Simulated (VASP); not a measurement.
# BPd4 (P3m1) in VASP: further runs, part 2 of 2

VASP 6.6.1.

**3. Relaxation of cell and atoms, PBE**

Input file INCAR:

```
SYSTEM = BPd4
PREC     = Accurate       ! precision mode
ENCUT    = 600            ! plane-wave cutoff, eV
EDIFF    = 1E-6           ! SCF threshold, eV
ISMEAR   = 0              ! smearing method
SIGMA    = 0.1            ! smearing width, eV
LREAL    = .FALSE.        ! projectors in reciprocal space
LASPH    = .TRUE.         ! aspherical terms in the spheres
NELM     = 60             ! most SCF steps
ALGO     = Normal         ! electronic algorithm
ISIF     = 3              ! what is computed and relaxed
LWAVE    = .FALSE.        ! write WAVECAR
LCHARG   = .FALSE.        ! write CHGCAR
GGA      = PE             ! functional
IBRION   = 2              ! ionic algorithm
NSW      = 90             ! ionic steps
EDIFFG   = -0.04          ! ionic threshold
```

Input file KPOINTS:

```
Automatic mesh
0
G
  6 6 4
  0 0 0
```

Input file POSCAR:

```
BPd4
1.0
    3.9370124800      0.0000000000      0.0000000000
   -1.9685062400      3.4095528200      0.0000000000
    0.0000000000      0.0000000000      5.0121224200
B Pd
1 4
Direct
    0.6666666700      0.3333333300      0.8955861600
    0.5066695600      0.4933304400      0.5859656400
    0.5066695600      0.0133391300      0.5859656400
    0.9866608700      0.4933304400      0.5859656400
    0.0000000000      0.0000000000      0.1588107500
```

Potentials or basis: VASP PAW PBE potentials, release 64 (B, Pd).

Command:

```console
$ cat potpaw_PBE.64/B/POTCAR potpaw_PBE.64/Pd/POTCAR > POTCAR
$ mpirun -np 1 vasp_std > vasp.out
```

OUTCAR:

```text
SYSTEM = BPd4
   PREC = Accurate
   ENCUT = 600
   EDIFF = 1E-6
   ISMEAR = 0
   LREAL = .FALSE.
   LASPH = .TRUE.
   NELM = 60
   ISIF = 3
   GGA = PE
   IBRION = 2
   NSW = 90
   EDIFFG = -0.04

 ion  position               nearest neighbor table
   1  0.667  0.333  0.896-   3 1.90   4 1.90   2 1.90   5 2.63   5 2.63   5 2.63
   2  0.507  0.493  0.586-   3 1.89   4 1.89   1 1.90   3 2.05   4 2.05   5 2.91   5 2.91   4 3.41
                             4 3.41   3 3.41   3 3.41
   3  0.507  0.013  0.586-   2 1.89   4 1.89   1 1.90   2 2.05   4 2.05   5 2.91   5 2.91   2 3.41
                             4 3.41   4 3.41   2 3.41
   4  0.987  0.493  0.586-   3 1.89   2 1.89   1 1.90   3 2.05   2 2.05   5 2.91   5 2.91   2 3.41
                             2 3.41   3 3.41   3 3.41
   5  0.000  0.000  0.159-   1 2.63   1 2.63   1 2.63   4 2.91   3 2.91   2 2.91   2 2.91   4 2.91
                             3 2.91

  LATTYP: Found a hexagonal cell.
 ALAT       =     3.9370124800
 C/A-ratio  =     1.2730776053

  Lattice vectors:

 A1 = (   3.9370124800,   0.0000000000,   0.0000000000)
 A2 = (  -1.9685062400,   3.4095528200,   0.0000000000)
 A3 = (   0.0000000000,   0.0000000000,   5.0121224200)

Analysis of symmetry for initial positions (statically):
=====================================================================
 Subroutine PRICEL returns:
 Original cell was already a primitive cell.

 Routine SETGRP: Setting up the symmetry group for a
 hexagonal supercell.

 Subroutine GETGRP returns: Found  6 space group operations
 (whereof  6 operations were pure point group operations)
 out of a pool of 24 trial point group operations.

The static configuration has the point symmetry C_3v.

Analysis of symmetry for dynamics (positions and initial velocities):
=====================================================================
 Subroutine PRICEL returns:
 Original cell was already a primitive cell.

 Routine SETGRP: Setting up the symmetry group for a
 hexagonal supercell.

 Subroutine GETGRP returns: Found  6 space group operations
 (whereof  6 operations were pure point group operations)
 out of a pool of 24 trial point group operations.

The dynamic configuration has the point symmetry C_3v.

 Subroutine INISYM returns: Found  6 space group operations
 (whereof  6 operations are pure point group operations),
 and found     1 'primitive' translations

----------------------------------------------------------------------------------------

                                     Primitive cell

  volume of cell :      67.2800

  direct lattice vectors                    reciprocal lattice vectors
     3.937012480  0.000000000  0.000000000     0.253999703  0.146646797  0.000000000
    -1.968506240  3.409552820  0.000000000     0.000000000  0.293293594  0.000000000
     0.000000000  0.000000000  5.012122420     0.000000000  0.000000000  0.199516276

  length of vectors
     3.937012480  3.937012478  5.012122420     0.293293594  0.293293594  0.199516276

  position of ions in fractional coordinates (direct lattice)
     0.666666670  0.333333330  0.895586160
     0.506669560  0.493330440  0.585965640
     0.506669560  0.013339130  0.585965640
     0.986660870  0.493330440  0.585965640
     0.000000000  0.000000000  0.158810750

  ion indices of the primitive-cell ions
   primitive index   ion index
                 1           1
                 2           2
                 3           3
                 4           4
                 5           5

----------------------------------------------------------------------------------------

 KPOINTS: Automatic mesh

Automatic generation of k-mesh.
 Grid dimensions read from file:
 generate k-points for:    6    6    4

 Generating k-lattice:

  Cartesian coordinates                     Fractional coordinates (reciprocal lattice)
     0.042333284  0.024441133  0.000000000     0.166666667  0.000000000  0.000000000
     0.000000000  0.048882266  0.000000000     0.000000000  0.166666667  0.000000000
     0.000000000  0.000000000  0.049879069     0.000000000  0.000000000  0.250000000

  Length of vectors
     0.048882266  0.048882266  0.049879069

  Shift w.r.t. Gamma in fractional coordinates (k-lattice)
     0.000000000  0.000000000  0.000000000

 Subroutine IBZKPT returns following result:
 ===========================================

 Found     24 irreducible k-points:

 Following reciprocal coordinates:
            Coordinates               Weight
  0.000000  0.000000  0.000000      1.000000
  0.166667  0.000000  0.000000      6.000000
  0.333333 -0.000000  0.000000      6.000000
  0.500000 -0.000000  0.000000      3.000000
  0.166667  0.166667  0.000000      6.000000
  0.333333  0.166667  0.000000     12.000000
[... 16 lines left out ...]
  0.333333  0.166667  0.500000     12.000000
  0.333333  0.333333  0.500000      2.000000
   k-points           NKPTS =     24   k-points in BZ     NKDIM =     24   number of bands    NBANDS=     25
   number of dos      NEDOS =    301   number of ions     NIONS =      5
   total plane-waves  NPLWV =  40960
   dimension x,y,z NGX =    32 NGY =   32 NGZ =   40
   dimension x,y,z NGXF=    64 NGYF=   64 NGZF=   80
   ions per type =               1   4
   NGX,Y,Z   is equivalent  to a cutoff of  13.51, 13.51, 13.27 a.u.
   NGXF,Y,Z  is equivalent  to a cutoff of  27.02, 27.02, 26.54 a.u.
 SYSTEM =  BPd4
   PREC   = accura    normal or accurate (medium, high low for compatibility)
   ISTART =      0    job   : 0-new  1-cont  2-samecut
   ICHARG =      2    charge: 1-file 2-atom 10-const
   ISPIN  =      1    spin polarized calculation?
   LNONCOLLINEAR =      F non collinear calculations
   LSORBIT =      F    spin-orbit coupling
   LASPH  =      T    aspherical Exc in radial PAW
   ENCUT  =  600.0 eV  44.10 Ry    6.64 a.u.   7.86  7.86 10.01*2*pi/ulx,y,z
   NELM   =     60;   NELMIN=  2; NELMDL= -5     # of ELM steps
   EDIFF  = 0.1E-05   stopping-criterion for ELM
   LREAL  =      F    real-space projection
   EDIFFG = -.4E-01   stopping-criterion for IOM
   NSW    =     90    number of steps for IOM
   IBRION =      2    ionic relax: 0-MD 1-quasi-New 2-CG
   NFREE  =      1    steps in history (QN), initial steepest desc. (CG)
   ISIF   =      3    stress and relaxation
   ISYM   =      2    0-nonsym 1-usesym 2-fastsym
   POTIM  = 0.5000    time-step for ionic-motion
   TEBEG  =    0.0;   TEEND  =   0.0 temperature during run
   PSTRESS=    0.0 pullay stress
   NELECT =      43.0000    total number of electrons
   NUPDOWN=      -1.0000    fix difference up-down
   EMIN   =  10.00;   EMAX   =-10.00  energy-range for DOS
   EFERMI =   0.00;   METHOD = LEGACY
   ISMEAR =     0;   SIGMA  =   0.10  broadening in eV -4-tet -1-fermi 0-gaus
   EFERMI_NEDOS =   21; number of points for ismear=-14 and -15
   IALGO  =     38    algorithm
   IMIX   =      4    mixing-type and parameters
     AMIX     =   0.40;   BMIX     =  1.00
     AMIX_MAG =   1.60;   BMIX_MAG =  1.00
  volume/ion in A,a.u.               =      13.46        90.81
  Fermi-wavevector in a.u.,A,eV,Ry     =   1.410162  2.664820 27.055960  1.988557
  Thomas-Fermi vector in A             =   2.532144
   LORBIT       =      0    0 simple, 1 ext, 2 COOP (PROOUT), +10 PAW based schemes
   GGA     = PE    functional components
   LHFCALC =     F    Hartree Fock is set to
   AEXX    =    0.0000 exact exchange contribution
   IVDW    =     0    specifies the selected vdW correction
   LEPSILON=     F    determine dielectric tensor
   LRPA    =     F    only Hartree local field effects (RPA)
 conjugate gradient relaxation of ions
 non-spin polarized calculation
 Gauss-broadening in eV      SIGMA  =   0.10
  energy-cutoff  :      600.00
  volume of cell :       67.28
 maximum number of plane-waves:      2268
   NGX = 15   NGY = 15   NGZ = 21

--------------------------------------- Ionic step        1  -------------------------------------------

 number of electron      43.0000000 magnetization

 Free energy of the ion-electron system (eV)
  ---------------------------------------------------
  ext. energy  EPLUGINS =         0.00000000
  ---------------------------------------------------
  free energy    TOTEN  =        -1.79026957 eV

  energy without entropy =       -1.76878813  energy(sigma->0) =       -1.77952885

------------------------ aborting loop because EDIFF is reached ----------------------------------------

  FORCE on cell =-STRESS in cart. coord.  units (eV):
  Direction    XX          YY          ZZ          XY          YZ          ZX
  --------------------------------------------------------------------------------------
  -------------------------------------------------------------------------------------
  Total       97.6235236     97.6235234      8.8551733      0.0000000      0.0000000      0.0000000
  in kB     2324.7656330   2324.7656293    210.8733810      0.0000000      0.0000000      0.0000000
  external PRESSURE =    1620.1348811 kB  Pullay stress =       0.0000000 kB
[... 2138 lines left out ...]
     24       4.2735      0.00000
     25       4.6544      0.00000

[... ionic steps 4 to 58 ...]

--------------------------------------- Ionic step       59  -------------------------------------------

 number of electron      43.0000016 magnetization

------------------------ aborting loop because EDIFF is reached ----------------------------------------
[... 73 lines left out ...]
--------------------------------------- Ionic step       61  -------------------------------------------

 number of electron      43.0000013 magnetization

 Free energy of the ion-electron system (eV)
  ---------------------------------------------------
  ext. energy  EPLUGINS =         0.00000000
  ---------------------------------------------------
  free energy    TOTEN  =       -27.96338951 eV

  energy without entropy =      -27.94913380  energy(sigma->0) =      -27.95626165

 E-fermi :   8.6172     XC(G=0): -12.5575

 val. band max:        8.6009309579   @ k =   0.3333  -0.0000   0.2500
 cond. band min:       8.6460162570   @ k =   0.1667   0.0000   0.0000
 fundamental gap:      0.0450852991
 Fermi energy:         8.6171867800
[... 702 lines left out ...]
  FREE ENERGIE OF THE ION-ELECTRON SYSTEM (eV)
  ---------------------------------------------------
  free  energy   TOTEN  =       -27.9633895059 eV

  energy  without entropy=      -27.9491337999  energy(sigma->0) =      -27.95626165

 reached required accuracy - stopping structural energy minimisation
```

Wall time 35 min (1 thread of Intel Xeon 6975P-C (Granite Rapids), shared host); peak memory 0.23 GiB.

What came out:

```
Free energy                           : -27.9634 eV
Relaxed volume                        : 14.22 Å³/atom
Relaxed cell                          : a = 5.440 Å, b = 5.440 Å, c = 2.774 Å, α = 90.00°, β = 90.00°, γ = 120.00°
Space group after relaxing (to 0.1 Å) : P-6m2 (No. 187)
Pressure after relaxing               : -0.1 GPa
Largest force after relaxing          : 0.036 eV/Å
Band gap on the k mesh                : zero (an odd number of electrons rules out a gap without spin polarisation)
```

Forces in eV/Å, atoms in the order of the input:
```
B    0.000  0.000  0.036
Pd  -0.010  0.006 -0.014
Pd   0.000 -0.011 -0.014
Pd   0.010  0.006 -0.014
Pd   0.000  0.000  0.007
```

Stress tensor (GPa, compression positive):
```
-0.04  0.00  0.00
 0.00 -0.04  0.00
 0.00  0.00 -0.36
```

Final structure:
```yaml
crystal:
  lattice:
    - [5.43968, 0.00000, 0.00000]
    - [-2.71984, 4.71090, 0.00000]
    - [0.00000, 0.00000, 2.77420]
  atoms:
    - { symbol: B, position: [0.66667, 0.33333, 0.06193] }
    - { symbol: Pd, position: [0.49698, 0.50302, 0.56321] }
    - { symbol: Pd, position: [0.49698, 0.99396, 0.56321] }
    - { symbol: Pd, position: [0.00604, 0.50302, 0.56321] }
    - { symbol: Pd, position: [0.00000, 0.00000, 0.06075] }
```

Levels at points of the mesh, in eV from the Fermi level:
```tsv
k point	band 19	band 20	band 21	band 22	band 23	band 24	band 25
(0.00, 0.00, 0.00)	-0.60	-0.38	-0.38	-0.20	0.04	0.04	3.42
(0.50, 0.00, 0.00)	-1.45	-1.15	-0.83	-0.45	0.78	1.06	3.52
(0.00, 0.00, 0.50)	-0.18	-0.12	-0.07	0.10	2.87	2.87	3.12
(0.50, 0.00, 0.50)	-0.49	-0.17	-0.16	1.15	1.92	2.62	2.67
```

Caveat: a cell axis changed by over 15 % at a fixed basis, so the end point is rough.
